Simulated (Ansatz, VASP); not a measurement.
**MnGa3: VASP beside Ansatz**

The input INCAR:

```
PREC = Accurate
ENCUT = 600
EDIFF = 1E-7
ISMEAR = 0
SIGMA = 0.1
LREAL = F
LASPH = T
NELM = 150
ALGO = Normal
ISIF = 3
LWAVE = F
LCHARG = F
ISPIN = 2
MAGMOM = 0 0 0 3.19
LORBIT = 11
LMAXMIX = 4
GGA = PS
IBRION = 2
NSW = 100
EDIFFG = -0.05
```

The input KPOINTS:

```
regular mesh
0
Gamma
  6 6 6
```

Contents of POSCAR:

```
MnGa3
1.0
    0.0000000000      3.0581257835      3.0581257835
    3.0581257835      0.0000000000      3.0581257835
    3.0581257835      3.0581257835      0.0000000000
Ga Mn
3 1
Direct
    0.2500000000      0.2500000000      0.2500000000
    0.7500000000      0.7500000000      0.7500000000
    0.5000000000      0.5000000000      0.5000000000
    0.0000000000      0.0000000000      0.0000000000
```

Input for Ansatz:

```yaml
crystal:
  lattice:
    - [0.0, 3.0581257835, 3.0581257835]
    - [3.0581257835, 0.0, 3.0581257835]
    - [3.0581257835, 3.0581257835, 0.0]
  atoms:
    - { symbol: Ga, position: [0.25, 0.25, 0.25] }
    - { symbol: Ga, position: [0.75, 0.75, 0.75] }
    - { symbol: Ga, position: [0.5, 0.5, 0.5] }
    - { symbol: Mn, position: [0.0, 0.0, 0.0], spin: 3.19 }
basis:
  ecutwfc: 420
kpoints:
  mp_grid: { grid: [6, 6, 6] }
hamiltonian:
  xc: pbesol
scf:
  occupations: { method: gaussian, width: 0.1 }
output:
  forces: true
  stress: true
  eigenvalues: true
  populations: true
magnetization:
  spin_polarized: true
relax:
  adjacent_minimum: "off"
  f_tol: 0.05
  max_steps: 80
  cell: { stress_tol: 0.5 }
```

Alike in both runs: task relaxation of cell and atoms; functional PBEsol; k mesh 6 × 6 × 6; occupations gaussian, width 0.1 eV; collinear spin.

```csv
,VASP,Ansatz
version,VASP 6.6.1,Ansatz 0.2.0
potentials or method,"VASP PAW PBE potentials, release 64 (Ga_d, Mn_pv), cutoff 600 eV","scalar-relativistic, plane waves, PAW"
valence electrons in the cell,52,54
```

|  | VASP | Ansatz | Ansatz less VASP |
| --- | --- | --- | --- |
| gap on the k mesh at the Fermi level, each at its own relaxed structure (eV) | none | none | - |
| net moment per atom (μB) | 0.78 | 0.78 | -0.001 |
| size of the moment on the site where the two differ most (μB) | 0.06 | 0.05 | -0.009 |
| relaxed volume (Å³/atom) | 15.68 | 15.62 | -0.069 |
| relaxed length of the cell vector where the two differ most in proportion (Å) | 4.460 | 4.454 | -0.0066 |

VASP's potentials were made for PBE, not for PBEsol. Site moments also hang on the region over which each program counts them. A gap of «none» marks a metal or a gap that the smearing closes. VASP's potentials hold 52 valence electrons a cell and Ansatz's 54, so a difference there can come from the potentials and not from the codes.
